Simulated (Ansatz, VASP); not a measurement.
## One calculation of TiSi, two programs

POSCAR

```
TiSi
1.0
    1.8706633400     -2.1811527200      0.0000000000
    1.8706633400      2.1811527200      0.0000000000
    0.0000000000      0.0000000000      3.7468749900
Ti Si
1 1
Direct
    0.5000000000      0.5000000000      0.0000000000
    0.0000000000      0.0000000000      0.5000000000
```

The input INCAR.step1:

```
SYSTEM = TiSi
PREC     = Accurate       ! precision mode
ENCUT    = 520            ! plane-wave cutoff, eV
ISMEAR   = 0              ! smearing method
SIGMA    = 0.15           ! smearing width, eV
LREAL    = .False.        ! projectors in reciprocal space
LASPH    = .True.         ! aspherical terms in the spheres
NELM     = 60             ! most SCF steps
NBANDS   = 15             ! bands
GGA      = PE             ! functional
ALGO     = Normal         ! electronic algorithm
EDIFF    = 1E-4           ! SCF threshold, eV
LWAVE    = .True.         ! write WAVECAR
LCHARG   = .False.        ! write CHGCAR
```

The input INCAR.step2:

```
SYSTEM = TiSi
PREC     = Accurate       ! precision mode
ENCUT    = 520            ! plane-wave cutoff, eV
EDIFF    = 1E-6           ! SCF threshold, eV
ISMEAR   = 0              ! smearing method
SIGMA    = 0.15           ! smearing width, eV
LREAL    = .False.        ! projectors in reciprocal space
LASPH    = .True.         ! aspherical terms in the spheres
NELM     = 60             ! most SCF steps
ALGO     = Normal         ! electronic algorithm
ISIF     = 2              ! what is computed and relaxed
LWAVE    = .False.        ! write WAVECAR
LCHARG   = .False.        ! write CHGCAR
METAGGA  = R2SCAN         ! meta-GGA
LMIXTAU  = .True.       
NBANDS   = 15             ! bands
ISTART   = 1
```

Contents of KPOINTS:

```
regular mesh
0
Gamma
  18 18 12
  0 0 0
```

Input for Ansatz:

```yaml
crystal:
  lattice:
    - [1.87066334, -2.18115272, 0.0]
    - [1.87066334, 2.18115272, 0.0]
    - [0.0, 0.0, 3.74687499]
  atoms:
    - { symbol: Ti, position: [0.5, 0.5, 0.0] }
    - { symbol: Si, position: [0.0, 0.0, 0.5] }
basis:
  ecutwfc: 500
kpoints:
  mp_grid: { grid: [18, 18, 12] }
hamiltonian:
  xc: r2scan
scf:
  occupations: { method: gaussian, width: 0.15 }
output:
  forces: true
  stress: true
  eigenvalues: true
```

Change from the starting cell: strain +0.030 along x and y, -0.015 along z, atoms carried along.

Alike in both runs: task single point; functional r2SCAN; k mesh 18 × 18 × 12; occupations gaussian, width 0.15 eV; no spin polarisation.

|  | VASP | Ansatz |
| --- | --- | --- |
| version | VASP 6.6.1 | Ansatz 0.2.0 |
| potentials or method | VASP PAW PBE potentials, release 64 (Ti_sv, Si), cutoff 520 eV | scalar-relativistic, plane waves, PAW |
| valence electrons in the cell | 16 | 16 |

```csv
,VASP,Ansatz,Ansatz less VASP
gap on the k mesh at the Fermi level (eV),none,none,-
pressure (GPa),-6.0,-6.3,-0.32
"traceless stress, the component that is largest in VASP (GPa)",2.67,2.72,+0.043
```

VASP's potentials were made for PBE, not for r2SCAN. A gap of «none» marks a metal or a gap that the smearing closes.
